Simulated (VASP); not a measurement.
# Ge (Fd-3m) in VASP: density of states with PBEsol

Aim: the density of states of Ge with PBEsol.

Program: VASP 6.6.1. These are calculated values, not measurements. Logs are shortened: lines on timing, memory, paths and dates and some standing lists are left out, and cuts for length are marked.

**1. The cell of the first run**

Symmetry: Fd-3m, No. 227, cubic system. Conventional cell: a = 5.676 Å, b = 5.676 Å, c = 5.676 Å, α = 90.00°, β = 90.00°, γ = 90.00°. Ge (site symmetry -43m) has 4 Ge at 2.46 Å within 3.2 Å.

**2. Density of states, PBEsol**

File POSCAR:

```
Ge
1.0
    0.0000000000      2.8379511188      2.8379511188
    2.8379511188      0.0000000000      2.8379511188
    2.8379511188      2.8379511188      0.0000000000
Ge
2
Direct
   -0.1250000000     -0.1250000000     -0.1250000000
    0.1250000000      0.1250000000      0.1250000000
```

File INCAR.step1:

```
SYSTEM = Ge
ALGO = Normal
EDIFF = 1E-6
ENCUT = 520
GGA = PS
ISIF = 2
ISMEAR = -1
LASPH = .TRUE.
LCHARG = .TRUE.
LREAL = .FALSE.
LWAVE = .FALSE.
NBANDS = 21
NELM = 100
PREC = Accurate
SIGMA = 0.05
```

File KPOINTS.step1:

```
k-points
0
G
  13 13 13
  0 0 0
```

File INCAR.step2:

```
SYSTEM = Ge
ALGO = Normal
EDIFF = 1E-6
ENCUT = 520
GGA = PS
ICHARG = 11
ISIF = 2
ISMEAR = -5
LASPH = .TRUE.
LCHARG = .FALSE.
LORBIT = 11
LREAL = .FALSE.
LWAVE = .FALSE.
NEDOS = 2001
NELM = 100
PREC = Accurate
SIGMA = 0.05
```

File KPOINTS.step2:

```
k-points
0
G
  20 20 20
  0 0 0
```

Potentials or basis: VASP PAW PBE potentials, release 64 (Ge_d).

Started as:

```
$ cat potpaw_PBE.64/Ge_d/POTCAR > POTCAR
$ cp INCAR.step1 INCAR
$ cp KPOINTS.step1 KPOINTS
$ mpirun -np 1 vasp_std > vasp.out
$ cp INCAR.step2 INCAR
$ cp KPOINTS.step2 KPOINTS
$ mpirun -np 1 vasp_std > vasp.out
```

OUTCAR:

```text
SYSTEM = Ge
   EDIFF = 1E-6
   ENCUT = 520
   GGA = PS
   ICHARG = 11
   ISIF = 2
   ISMEAR = -5
   LASPH = .TRUE.
   LORBIT = 11
   LREAL = .FALSE.
   NELM = 100
   PREC = Accurate

 ion  position               nearest neighbor table
   1  0.875  0.875  0.875-   2 2.46   2 2.46   2 2.46   2 2.46
   2  0.125  0.125  0.125-   1 2.46   1 2.46   1 2.46   1 2.46

  LATTYP: Found a face centered cubic cell.
 ALAT       =     5.6759022376

  Lattice vectors:

 A1 = (   0.0000000000,   2.8379511188,   2.8379511188)
 A2 = (   2.8379511188,   0.0000000000,   2.8379511188)
 A3 = (   2.8379511188,   2.8379511188,   0.0000000000)

Analysis of symmetry for initial positions (statically):
=====================================================================
 Subroutine PRICEL returns:
 Original cell was already a primitive cell.

 Routine SETGRP: Setting up the symmetry group for a
 face centered cubic supercell.

 Subroutine GETGRP returns: Found 48 space group operations
 (whereof 12 operations were pure point group operations)
 out of a pool of 48 trial point group operations.

The static configuration has the point symmetry D_3d.
 The point group associated with its full space group is O_h .

Analysis of symmetry for dynamics (positions and initial velocities):
=====================================================================
 Subroutine PRICEL returns:
 Original cell was already a primitive cell.

 Routine SETGRP: Setting up the symmetry group for a
 face centered cubic supercell.

 Subroutine GETGRP returns: Found 48 space group operations
 (whereof 12 operations were pure point group operations)
 out of a pool of 48 trial point group operations.

The dynamic configuration has the point symmetry D_3d.
 The point group associated with its full space group is O_h .

 Subroutine INISYM returns: Found 48 space group operations
 (whereof 12 operations are pure point group operations),
 and found     1 'primitive' translations

----------------------------------------------------------------------------------------

                                     Primitive cell

  volume of cell :      45.7135

  direct lattice vectors                    reciprocal lattice vectors
     0.000000000  2.837951119  2.837951119    -0.176183443  0.176183443  0.176183443
     2.837951119  0.000000000  2.837951119     0.176183443 -0.176183443  0.176183443
     2.837951119  2.837951119  0.000000000     0.176183443  0.176183443 -0.176183443

  length of vectors
     4.013468962  4.013468962  4.013468962     0.305158675  0.305158675  0.305158675

  position of ions in fractional coordinates (direct lattice)
     0.875000000  0.875000000  0.875000000
     0.125000000  0.125000000  0.125000000

  ion indices of the primitive-cell ions
   primitive index   ion index
                 1           1
                 2           2

----------------------------------------------------------------------------------------

 KPOINTS: k-points

Automatic generation of k-mesh.
 Grid dimensions read from file:
 generate k-points for:   20   20   20

 Generating k-lattice:

  Cartesian coordinates                     Fractional coordinates (reciprocal lattice)
    -0.008809172  0.008809172  0.008809172     0.050000000  0.000000000  0.000000000
     0.008809172 -0.008809172  0.008809172     0.000000000  0.050000000  0.000000000
     0.008809172  0.008809172 -0.008809172     0.000000000  0.000000000  0.050000000

  Length of vectors
     0.015257934  0.015257934  0.015257934

  Shift w.r.t. Gamma in fractional coordinates (k-lattice)
     0.000000000  0.000000000  0.000000000

 TETIRR: Found   1093 inequivalent tetrahedra from    48000

 Subroutine IBZKPT returns following result:
 ===========================================

 Found    256 irreducible k-points:

 Following reciprocal coordinates:
            Coordinates               Weight
  0.000000  0.000000  0.000000      1.000000
  0.050000  0.000000  0.000000      8.000000
  0.100000  0.000000  0.000000      8.000000
  0.150000  0.000000  0.000000      8.000000
  0.200000  0.000000  0.000000      8.000000
  0.250000  0.000000  0.000000      8.000000
[... 16 lines left out ...]
 -0.400000  0.050000  0.000000     24.000000
 -0.350000  0.050000  0.000000     24.000000
 [... further k-points ...]
   k-points           NKPTS =    256   k-points in BZ     NKDIM =    256   number of bands    NBANDS=     18
   number of dos      NEDOS =   2001   number of ions     NIONS =      2
   total plane-waves  NPLWV =  27000
   dimension x,y,z NGX =    30 NGY =   30 NGZ =   30
   dimension x,y,z NGXF=    60 NGYF=   60 NGZF=   60
   ions per type =               2
   NGX,Y,Z   is equivalent  to a cutoff of  12.43, 12.43, 12.43 a.u.
   NGXF,Y,Z  is equivalent  to a cutoff of  24.85, 24.85, 24.85 a.u.
 SYSTEM =  Ge
   PREC   = accura    normal or accurate (medium, high low for compatibility)
   ISTART =      0    job   : 0-new  1-cont  2-samecut
   ICHARG =     11    charge: 1-file 2-atom 10-const
   ISPIN  =      1    spin polarized calculation?
   LNONCOLLINEAR =      F non collinear calculations
   LSORBIT =      F    spin-orbit coupling
   LASPH  =      T    aspherical Exc in radial PAW
   ENCUT  =  520.0 eV  38.22 Ry    6.18 a.u.   7.46  7.46  7.46*2*pi/ulx,y,z
   NELM   =    100;   NELMIN=  2; NELMDL=  0     # of ELM steps
   EDIFF  = 0.1E-05   stopping-criterion for ELM
   LREAL  =      F    real-space projection
   EDIFFG = 0.1E-04   stopping-criterion for IOM
   NSW    =      0    number of steps for IOM
   IBRION =     -1    ionic relax: 0-MD 1-quasi-New 2-CG
   NFREE  =      0    steps in history (QN), initial steepest desc. (CG)
   ISIF   =      2    stress and relaxation
   ISYM   =      2    0-nonsym 1-usesym 2-fastsym
   POTIM  = 0.5000    time-step for ionic-motion
   TEBEG  =    0.0;   TEEND  =   0.0 temperature during run
   PSTRESS=    0.0 pullay stress
   NELECT =      28.0000    total number of electrons
   NUPDOWN=      -1.0000    fix difference up-down
   EMIN   =  10.00;   EMAX   =-10.00  energy-range for DOS
   EFERMI =   0.00;   METHOD = LEGACY
   ISMEAR =    -5;   SIGMA  =   0.05  broadening in eV -4-tet -1-fermi 0-gaus
   EFERMI_NEDOS =   21; number of points for ismear=-14 and -15
   IALGO  =     38    algorithm
   IMIX   =      4    mixing-type and parameters
     AMIX     =   0.40;   BMIX     =  1.00
     AMIX_MAG =   1.60;   BMIX_MAG =  1.00
  volume/ion in A,a.u.               =      22.86       154.25
  Fermi-wavevector in a.u.,A,eV,Ry     =   1.390313  2.627311 26.299659  1.932970
  Thomas-Fermi vector in A             =   2.514260
   LORBIT       =     11    0 simple, 1 ext, 2 COOP (PROOUT), +10 PAW based schemes
   GGA     = PS    functional components
   LHFCALC =     F    Hartree Fock is set to
   AEXX    =    0.0000 exact exchange contribution
   IVDW    =     0    specifies the selected vdW correction
   LEPSILON=     F    determine dielectric tensor
   LRPA    =     F    only Hartree local field effects (RPA)
 non-spin polarized calculation
 Fermi weights with tetrahedron method with Bloechl corrections
  energy-cutoff  :      520.00
  volume of cell :       45.71
 maximum number of plane-waves:      1251
 NGX is ok and might be reduce to    30

 number of electron      27.9999978 magnetization

 Free energy of the ion-electron system (eV)
  ---------------------------------------------------
  ext. energy  EPLUGINS =         0.00000000
  ---------------------------------------------------
  free energy    TOTEN  =        -9.88029650 eV

  energy without entropy =       -9.88029650  energy(sigma->0) =       -9.88029650

 E-fermi :   4.7644     XC(G=0): -10.0836

 val. band max:        4.7624695492   @ k =   0.0000   0.0000   0.0000
 cond. band min:       4.7624695552   @ k =   0.0000   0.0000   0.0000
 fundamental gap:      0.0000000060
 Fermi energy:         4.7643902093

 k-point     1 :       0.0000    0.0000    0.0000
  band No.  band energies     occupation
      1     -19.9817      2.00000
      2     -19.9817      2.00000
      3     -19.9817      2.00000
      4     -19.9453      2.00000
      5     -19.9453      2.00000
      6     -19.7390      2.00000
[... 10 lines left out ...]
     17       7.3012      0.00000
     18       7.3012      0.00000

 k-point     2 :       0.0500    0.0000    0.0000
  band No.  band energies     occupation
      1     -19.9834      2.00000
      2     -19.9834      2.00000
      3     -19.9813      2.00000
      4     -19.9431      2.00000
      5     -19.9431      2.00000
      6     -19.7418      2.00000
[... 10 lines left out ...]
     17       7.3860      0.00000
     18       7.4187      0.00000

 k-point     3 :       0.1000    0.0000    0.0000
  band No.  band energies     occupation
      1     -19.9873      2.00000
      2     -19.9873      2.00000
      3     -19.9801      2.00000
      4     -19.9376      2.00000
      5     -19.9376      2.00000
      6     -19.7475      2.00000
[... 10 lines left out ...]
     17       7.6066      0.00000
     18       7.8551      0.00000

 k-point     4 :       0.1500    0.0000    0.0000
  band No.  band energies     occupation
      1     -19.9918      2.00000
      2     -19.9918      2.00000
      3     -19.9782      2.00000
      4     -19.9307      2.00000
      5     -19.9307      2.00000
      6     -19.7535      2.00000
[... 10 lines left out ...]
     17       7.8908      0.00000
     18       8.5695      0.00000

 k-point     5 :       0.2000    0.0000    0.0000
  band No.  band energies     occupation
      1     -19.9960      2.00000
      2     -19.9960      2.00000
      3     -19.9759      2.00000
      4     -19.9237      2.00000
      5     -19.9237      2.00000
      6     -19.7592      2.00000
[... 10 lines left out ...]
     17       8.1650      0.00000
     18       9.4043      0.00000

 k-point     6 :       0.2500    0.0000    0.0000
  band No.  band energies     occupation
      1     -19.9995      2.00000
      2     -19.9995      2.00000
      3     -19.9732      2.00000
      4     -19.9173      2.00000
      5     -19.9173      2.00000
      6     -19.7639      2.00000
[... 10 lines left out ...]
     17       8.3709      0.00000
     18      10.2855      0.00000

 k-point     7 :       0.3000    0.0000    0.0000
  band No.  band energies     occupation
      1     -20.0021      2.00000
      2     -20.0021      2.00000
      3     -19.9705      2.00000
      4     -19.9122      2.00000
      5     -19.9122      2.00000
      6     -19.7676      2.00000
[... 10 lines left out ...]
     17       8.4832      0.00000
     18      11.1706      0.00000

 k-point     8 :       0.3500    0.0000    0.0000
  band No.  band energies     occupation
      1     -20.0039      2.00000
      2     -20.0039      2.00000
      3     -19.9680      2.00000
      4     -19.9084      2.00000
      5     -19.9084      2.00000
      6     -19.7701      2.00000
[... 10 lines left out ...]
     17       8.5167      0.00000
     18      11.8174      0.00000
[... 229 lines left out ...]
     17       8.7350      0.00000
     18      11.8030      0.00000

 k-point    20 :       0.4500    0.0500    0.0000
  band No.  band energies     occupation
      1     -20.0086      2.00000
      2     -20.0052      2.00000
      3     -19.9623      2.00000
      4     -19.9048      2.00000
      5     -19.9019      2.00000
      6     -19.7774      2.00000
[... 10 lines left out ...]
     17       8.6674      0.00000
     18      11.8808      0.00000

 k-point    21 :       0.5000    0.0500    0.0000
  band No.  band energies     occupation
      1     -20.0085      2.00000
      2     -20.0061      2.00000
      3     -19.9612      2.00000
      4     -19.9029      2.00000
      5     -19.9025      2.00000
      6     -19.7750      2.00000
[... 10 lines left out ...]
     17       8.6030      0.00000
     18      11.8767      0.00000

 k-point    22 :      -0.4500    0.0500    0.0000
  band No.  band energies     occupation
      1     -20.0079      2.00000
      2     -20.0067      2.00000
      3     -19.9612      2.00000
      4     -19.9040      2.00000
      5     -19.9017      2.00000
      6     -19.7753      2.00000
[... 10 lines left out ...]
     17       8.5535      0.00000
     18      11.8902      0.00000

 k-point    23 :      -0.4000    0.0500    0.0000
  band No.  band energies     occupation
      1     -20.0068      2.00000
      2     -20.0068      2.00000
      3     -19.9624      2.00000
      4     -19.9062      2.00000
      5     -19.9017      2.00000
      6     -19.7765      2.00000
[... 10 lines left out ...]
     17       8.5168      0.00000
     18      11.9154      0.00000

 k-point    24 :      -0.3500    0.0500    0.0000
  band No.  band energies     occupation
      1     -20.0063      2.00000
      2     -20.0051      2.00000
      3     -19.9647      2.00000
      4     -19.9092      2.00000
      5     -19.9029      2.00000
      6     -19.7765      2.00000
[... 10 lines left out ...]
     17       8.5853      0.00000
     18      11.8067      0.00000

 [... further k-points ...]
[... 5 lines left out ...]
  --------------------------------------------------------------------------------------
  -------------------------------------------------------------------------------------
  Total       -0.0019709     -0.0019709     -0.0019709      0.0000000     -0.0000000      0.0000000
  in kB       -0.0690780     -0.0690780     -0.0690780      0.0000000     -0.0000000      0.0000000
  external PRESSURE =      -0.0690780 kB  Pullay stress =       0.0000000 kB

 VOLUME and BASIS-vectors are now :
 -----------------------------------------------------------------------------
  energy-cutoff  :      520.00
  volume of cell :       45.71
      direct lattice vectors                 reciprocal lattice vectors
     0.000000000  2.837951119  2.837951119    -0.176183443  0.176183443  0.176183443
     2.837951119  0.000000000  2.837951119     0.176183443 -0.176183443  0.176183443
     2.837951119  2.837951119  0.000000000     0.176183443  0.176183443 -0.176183443

 POSITION                                       TOTAL-FORCE (eV/Angst)
 -----------------------------------------------------------------------------------
      4.96641      4.96641      4.96641        -0.000000     -0.000000     -0.000000
      0.70949      0.70949      0.70949         0.000000      0.000000      0.000000
 -----------------------------------------------------------------------------------
    total drift:                               -0.000000      0.000000      0.000000

  FREE ENERGIE OF THE ION-ELECTRON SYSTEM (eV)
  ---------------------------------------------------
  free  energy   TOTEN  =        -9.8802965027 eV

  energy  without entropy=       -9.8802965027  energy(sigma->0) =       -9.88029650

 total charge

# of ion       s       p       d       tot
------------------------------------------
    1        1.130   1.248  10.023  12.401
    2        1.130   1.248  10.023  12.401
--------------------------------------------------
tot          2.260   2.497  20.046  24.802
```

It took 3.9 min on 1 thread of Intel Xeon Platinum 8259CL at 2.50GHz (Skylake/Cascade Lake), shared host; peak memory 0.29 GiB.

What came out:

```
Valence electrons inside the program's atomic spheres : Ge 12.40
```

Caveat: the PAW data sets were made with another functional, which shifts forces and pressure a little; tetrahedron occupations give inexact forces and stress in metals.
